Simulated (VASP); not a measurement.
# CuO (F-43m) in VASP: notebook, part 2 of 3

VASP 6.6.1. The steps go on from the part before.

**3. Density of states, PBE**

File POSCAR:

```
CuO
1.0
    0.0000000000      2.3272527300      2.3272527300
    2.3272527300      0.0000000000      2.3272527300
    2.3272527300      2.3272527300      0.0000000000
Cu O
1 1
Direct
    0.0000000000      0.0000000000      0.0000000000
    0.2500000000      0.2500000000      0.2500000000
```

File INCAR.step1:

```
SYSTEM = CuO
  ALGO = Normal
  EDIFF = 1E-6
  ENCUT = 520
  GGA = PE
  ISIF = 2
  ISMEAR = -1
  LASPH = .True.
  LCHARG = .True.
  LMAXMIX = 4
  LREAL = .False.
  LWAVE = .False.
  NBANDS = 16
  NELM = 60
  PREC = Accurate
  SIGMA = 0.05
```

File KPOINTS.step1:

```
k-points
0
Gamma
  10 10 10
  0 0 0
```

File INCAR.step2:

```
SYSTEM = CuO
  ALGO = Normal
  EDIFF = 1E-6
  ENCUT = 520
  GGA = PE
  ICHARG = 11
  ISIF = 2
  ISMEAR = -5
  LASPH = .True.
  LCHARG = .False.
  LMAXMIX = 4
  LORBIT = 11
  LREAL = .False.
  LWAVE = .False.
  NBANDS = 16
  NEDOS = 2001
  NELM = 60
  PREC = Accurate
  SIGMA = 0.05
```

File KPOINTS.step2:

```
k-points
0
Gamma
  15 15 15
  0 0 0
```

Potentials or basis: VASP PAW PBE potentials, release 64 (Cu, O).

Run with:

```bash
$ cat potpaw_PBE.64/Cu/POTCAR potpaw_PBE.64/O/POTCAR > POTCAR
$ cp INCAR.step1 INCAR
$ cp KPOINTS.step1 KPOINTS
$ mpirun -np 1 vasp_std > vasp.out
$ cp INCAR.step2 INCAR
$ cp KPOINTS.step2 KPOINTS
$ mpirun -np 1 vasp_std > vasp.out
```

OUTCAR:

```text
SYSTEM = CuO
   EDIFF = 1E-6
   ENCUT = 520
   GGA = PE
   ICHARG = 11
   ISIF = 2
   ISMEAR = -5
   LASPH = .True.
   LORBIT = 11
   LREAL = .False.
   NELM = 60
   PREC = Accurate

 ion  position               nearest neighbor table
   1  0.000  0.000  0.000-   2 2.02   2 2.02   2 2.02   2 2.02
   2  0.250  0.250  0.250-   1 2.02   1 2.02   1 2.02   1 2.02

  LATTYP: Found a face centered cubic cell.
 ALAT       =     4.6545054600

  Lattice vectors:

 A1 = (   0.0000000000,   2.3272527300,   2.3272527300)
 A2 = (   2.3272527300,   0.0000000000,   2.3272527300)
 A3 = (   2.3272527300,   2.3272527300,   0.0000000000)

Analysis of symmetry for initial positions (statically):
=====================================================================
 Subroutine PRICEL returns:
 Original cell was already a primitive cell.

 Routine SETGRP: Setting up the symmetry group for a
 face centered cubic supercell.

 Subroutine GETGRP returns: Found 24 space group operations
 (whereof 24 operations were pure point group operations)
 out of a pool of 48 trial point group operations.

The static configuration has the point symmetry T_d .

Analysis of symmetry for dynamics (positions and initial velocities):
=====================================================================
 Subroutine PRICEL returns:
 Original cell was already a primitive cell.

 Routine SETGRP: Setting up the symmetry group for a
 face centered cubic supercell.

 Subroutine GETGRP returns: Found 24 space group operations
 (whereof 24 operations were pure point group operations)
 out of a pool of 48 trial point group operations.

The dynamic configuration has the point symmetry T_d .

 Subroutine INISYM returns: Found 24 space group operations
 (whereof 24 operations are pure point group operations),
 and found     1 'primitive' translations

----------------------------------------------------------------------------------------

                                     Primitive cell

  volume of cell :      25.2093

  direct lattice vectors                    reciprocal lattice vectors
     0.000000000  2.327252730  2.327252730    -0.214845596  0.214845596  0.214845596
     2.327252730  0.000000000  2.327252730     0.214845596 -0.214845596  0.214845596
     2.327252730  2.327252730  0.000000000     0.214845596  0.214845596 -0.214845596

  length of vectors
     3.291232374  3.291232374  3.291232374     0.372123488  0.372123488  0.372123488

  position of ions in fractional coordinates (direct lattice)
     0.000000000  0.000000000  0.000000000
     0.250000000  0.250000000  0.250000000

  ion indices of the primitive-cell ions
   primitive index   ion index
                 1           1
                 2           2

----------------------------------------------------------------------------------------

 KPOINTS: k-points

Automatic generation of k-mesh.
 Grid dimensions read from file:
 generate k-points for:   15   15   15

 Generating k-lattice:

  Cartesian coordinates                     Fractional coordinates (reciprocal lattice)
    -0.014323040  0.014323040  0.014323040     0.066666667  0.000000000  0.000000000
     0.014323040 -0.014323040  0.014323040     0.000000000  0.066666667  0.000000000
     0.014323040  0.014323040 -0.014323040     0.000000000  0.000000000  0.066666667

  Length of vectors
     0.024808233  0.024808233  0.024808233

  Shift w.r.t. Gamma in fractional coordinates (k-lattice)
     0.000000000  0.000000000  0.000000000

 TETIRR: Found    484 inequivalent tetrahedra from    20250

 Subroutine IBZKPT returns following result:
 ===========================================

 Found    120 irreducible k-points:

 Following reciprocal coordinates:
            Coordinates               Weight
  0.000000  0.000000  0.000000      1.000000
  0.066667  0.000000  0.000000      8.000000
  0.133333  0.000000  0.000000      8.000000
  0.200000  0.000000  0.000000      8.000000
  0.266667  0.000000  0.000000      8.000000
  0.333333  0.000000  0.000000      8.000000
[... 16 lines left out ...]
  0.133333  0.133333  0.000000      6.000000
  0.200000  0.133333  0.000000     24.000000
 [... further k-points ...]
   k-points           NKPTS =    120   k-points in BZ     NKDIM =    120   number of bands    NBANDS=     16
   number of dos      NEDOS =   2001   number of ions     NIONS =      2
   total plane-waves  NPLWV =  13824
   dimension x,y,z NGX =    24 NGY =   24 NGZ =   24
   dimension x,y,z NGXF=    48 NGYF=   48 NGZF=   48
   ions per type =               1   1
   NGX,Y,Z   is equivalent  to a cutoff of  12.12, 12.12, 12.12 a.u.
   NGXF,Y,Z  is equivalent  to a cutoff of  24.25, 24.25, 24.25 a.u.
 SYSTEM =  CuO
   PREC   = accura    normal or accurate (medium, high low for compatibility)
   ISTART =      0    job   : 0-new  1-cont  2-samecut
   ICHARG =     11    charge: 1-file 2-atom 10-const
   ISPIN  =      1    spin polarized calculation?
   LNONCOLLINEAR =      F non collinear calculations
   LSORBIT =      F    spin-orbit coupling
   LASPH  =      T    aspherical Exc in radial PAW
   ENCUT  =  520.0 eV  38.22 Ry    6.18 a.u.   6.12  6.12  6.12*2*pi/ulx,y,z
   NELM   =     60;   NELMIN=  2; NELMDL=  0     # of ELM steps
   EDIFF  = 0.1E-05   stopping-criterion for ELM
   LREAL  =      F    real-space projection
   EDIFFG = 0.1E-04   stopping-criterion for IOM
   NSW    =      0    number of steps for IOM
   IBRION =     -1    ionic relax: 0-MD 1-quasi-New 2-CG
   NFREE  =      0    steps in history (QN), initial steepest desc. (CG)
   ISIF   =      2    stress and relaxation
   ISYM   =      2    0-nonsym 1-usesym 2-fastsym
   POTIM  = 0.5000    time-step for ionic-motion
   TEBEG  =    0.0;   TEEND  =   0.0 temperature during run
   PSTRESS=    0.0 pullay stress
   NELECT =      17.0000    total number of electrons
   NUPDOWN=      -1.0000    fix difference up-down
   EMIN   =  10.00;   EMAX   =-10.00  energy-range for DOS
   EFERMI =   0.00;   METHOD = LEGACY
   ISMEAR =    -5;   SIGMA  =   0.05  broadening in eV -4-tet -1-fermi 0-gaus
   EFERMI_NEDOS =   21; number of points for ismear=-14 and -15
   IALGO  =     38    algorithm
   IMIX   =      4    mixing-type and parameters
     AMIX     =   0.40;   BMIX     =  1.00
     AMIX_MAG =   1.60;   BMIX_MAG =  1.00
  volume/ion in A,a.u.               =      12.60        85.06
  Fermi-wavevector in a.u.,A,eV,Ry     =   1.435614  2.712916 28.041426  2.060987
  Thomas-Fermi vector in A             =   2.554893
   LORBIT       =     11    0 simple, 1 ext, 2 COOP (PROOUT), +10 PAW based schemes
   GGA     = PE    functional components
   LHFCALC =     F    Hartree Fock is set to
   AEXX    =    0.0000 exact exchange contribution
   IVDW    =     0    specifies the selected vdW correction
   LEPSILON=     F    determine dielectric tensor
   LRPA    =     F    only Hartree local field effects (RPA)
 non-spin polarized calculation
 Fermi weights with tetrahedron method with Bloechl corrections
  energy-cutoff  :      520.00
  volume of cell :       25.21
 maximum number of plane-waves:       692

 number of electron      16.9999985 magnetization

 Free energy of the ion-electron system (eV)
  ---------------------------------------------------
  ext. energy  EPLUGINS =         0.00000000
  ---------------------------------------------------
  free energy    TOTEN  =        -9.49768661 eV

  energy without entropy =       -9.49768661  energy(sigma->0) =       -9.49768661

 E-fermi :   3.0494     XC(G=0): -10.5756

 val. band max:        3.0878310238   @ k =   0.3333   0.1333   0.0000
 cond. band min:       3.0321104580   @ k =   0.4000   0.1333   0.0000
 fundamental gap:     -0.0557205658
 Fermi energy:         3.0494301594

 k-point     1 :       0.0000    0.0000    0.0000
  band No.  band energies     occupation
      1     -15.2024      2.00000
      2      -1.2909      2.00000
      3      -1.2909      2.00000
      4      -1.2909      2.00000
      5       1.2318      2.00000
      6       1.2318      2.00000
[... 8 lines left out ...]
     15      23.4519      0.00000
     16      23.4519      0.00000
[... 419 lines left out ...]
 k-point    24 :       0.2000    0.1333    0.0000
  band No.  band energies     occupation
      1     -15.0190      2.00000
      2      -1.7619      2.00000
      3      -1.1818      2.00000
      4      -1.1754      2.00000
      5       1.1274      2.00000
      6       1.2766      2.00000
[... 8 lines left out ...]
     15      24.4955      0.00000
     16      24.7145      0.00000

 [... further k-points ...]
[... 5 lines left out ...]
  --------------------------------------------------------------------------------------
  -------------------------------------------------------------------------------------
  Total       -1.4262281     -1.4262281     -1.4262281     -0.0000000     -0.0000000      0.0000000
  in kB      -90.6439754    -90.6439754    -90.6439754     -0.0000000     -0.0000000      0.0000000
  external PRESSURE =     -90.6439754 kB  Pullay stress =       0.0000000 kB

 VOLUME and BASIS-vectors are now :
 -----------------------------------------------------------------------------
  energy-cutoff  :      520.00
  volume of cell :       25.21
      direct lattice vectors                 reciprocal lattice vectors
     0.000000000  2.327252730  2.327252730    -0.214845596  0.214845596  0.214845596
     2.327252730  0.000000000  2.327252730     0.214845596 -0.214845596  0.214845596
     2.327252730  2.327252730  0.000000000     0.214845596  0.214845596 -0.214845596

 POSITION                                       TOTAL-FORCE (eV/Angst)
 -----------------------------------------------------------------------------------
      0.00000      0.00000      0.00000        -0.000000     -0.000000     -0.000000
      1.16363      1.16363      1.16363         0.000000      0.000000      0.000000
 -----------------------------------------------------------------------------------
    total drift:                               -0.000000     -0.000000     -0.000001

  FREE ENERGIE OF THE ION-ELECTRON SYSTEM (eV)
  ---------------------------------------------------
  free  energy   TOTEN  =        -9.4976866111 eV

  energy  without entropy=       -9.4976866111  energy(sigma->0) =       -9.49768661

 total charge

# of ion       s       p       d       tot
------------------------------------------
    1        0.329   0.339   9.106   9.774
    2        1.564   3.337   0.000   4.901
--------------------------------------------------
tot          1.892   3.677   9.106  14.675
```

It took 29 s on 1 thread of Intel Xeon Platinum 8488C (Sapphire Rapids), shared host; peak memory 0.16 GiB.

What came out:

- Valence electrons inside the program's atomic spheres: Cu 9.77; O 4.90

Caveat: an odd number of electrons without spin polarisation forces a metal; a magnetic or distorted state may lie lower; semilocal functionals often make such compounds metallic where correlation or magnetic order opens a gap, which also shifts bond lengths; tetrahedron occupations give inexact forces and stress in metals.

(Part 2 of 3 ends here.)
